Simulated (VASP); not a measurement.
**ZnSe: single point with LDA**

The system is ZnSe.

```
Zn Se
1.0
     0.00000    2.91881    2.83380
     2.91881    0.00000    2.83380
     2.91881    2.91881    0.00000
Zn Se
1 1
Direct
  0.00000 0.00000 0.00000
  0.75000 0.75000 0.75000
```

This cell differs from its parent crystal: equal xx and yy strain of +3 %.

```
Program             : VASP 6.6.1
Task                : single point
Functional          : LDA
Potentials or basis : VASP PAW LDA potentials, release 64 (Zn, Se)
Cutoff              : 520 eV
k mesh              : 8 × 8 × 8
Occupations         : fermi-dirac, width 0.03 eV
Spin                : no spin polarisation
```

```
Pressure               : -6.0 GPa
Band gap on the k mesh : 0.77 eV, direct
```

Stress tensor (GPa, compression positive):
```
-6.41  0.00  0.00
 0.00 -6.41  0.00
 0.00  0.00 -5.28
```

Levels at points of the mesh, in eV from the valence-band top:
| k point | band 6 | band 7 | band 8 | band 9 | band 10 | band 11 | band 12 | band 13 |
| --- | --- | --- | --- | --- | --- | --- | --- | --- |
| (0.00, 0.00, 0.00) | -6.23 | -0.10 | -0.10 | 0.00 | 0.77 | 5.64 | 5.66 | 5.66 |
| (0.50, 0.00, 0.00) | -6.10 | -4.99 | -0.94 | -0.78 | 2.19 | 6.11 | 6.34 | 8.11 |
| (0.50, 0.50, 0.00) | -6.06 | -4.52 | -2.16 | -2.16 | 2.79 | 3.07 | 10.20 | 10.60 |
| (0.50, 0.00, 0.50) | -6.09 | -4.69 | -2.03 | -1.99 | 2.91 | 3.34 | 9.93 | 10.45 |

Wall time 97 s on 1 thread of Intel Xeon 6975P-C, with other jobs on the host, peak memory 0.18 GiB.

Caveat: the cell differs from its parent crystal (equal xx and yy strain of +3 %).
